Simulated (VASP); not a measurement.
# AlN: single point with PBE

AlN:

```
Al N
1.0
    -0.16276    1.97867    1.97867
     1.97867   -0.16276    1.97867
     1.97867    1.97867   -0.16276
Al N
1 1
Direct
  0.50000 0.50000 0.50000
  0.00000 0.00000 0.00000
```

This cell differs from its parent crystal: strained.

```json
{"Program": "VASP 6.6.1", "Task": "single point", "Functional": "PBE", "Potentials or basis": "VASP PAW PBE potentials, release 64 (Al, N)", "Cutoff": "600 eV", "k mesh": "10 × 10 × 10", "Occupations": "gaussian, width 0.02 eV", "Spin": "no spin polarisation"}
```

```json
{
 "Pressure": "-6.8 GPa",
 "Band gap on the k mesh": "2.41 eV, indirect (least direct gap 3.60 eV)"
}
```

Stress tensor (GPa, compression positive):
```
-6.79 20.14 20.14
20.14 -6.79 20.14
20.14 20.14 -6.79
```

Levels at points of the mesh, in eV from the valence-band top:
| k point | band 1 | band 2 | band 3 | band 4 | band 5 | band 6 | band 7 | band 8 |
| --- | --- | --- | --- | --- | --- | --- | --- | --- |
| (0.00, 0.00, 0.00) | -18.00 | -1.35 | -1.35 | 0.00 | 3.60 | 9.90 | 9.90 | 14.25 |
| (0.50, 0.00, 0.00) | -15.10 | -9.17 | -2.01 | -1.11 | 5.06 | 9.68 | 10.92 | 11.51 |
| (0.50, 0.50, 0.00) | -13.97 | -7.92 | -4.34 | -2.68 | 2.41 | 5.34 | 11.85 | 14.90 |
| (0.50, 0.50, 0.50) | -14.29 | -8.03 | -2.62 | -2.62 | 3.42 | 7.91 | 7.91 | 12.08 |

Wall time 44 s on 1 thread of AMD EPYC 7R13, on a shared host, peak memory 0.12 GiB.

Caveat: the cell differs from its parent crystal (strained). A k mesh can miss the band edges.
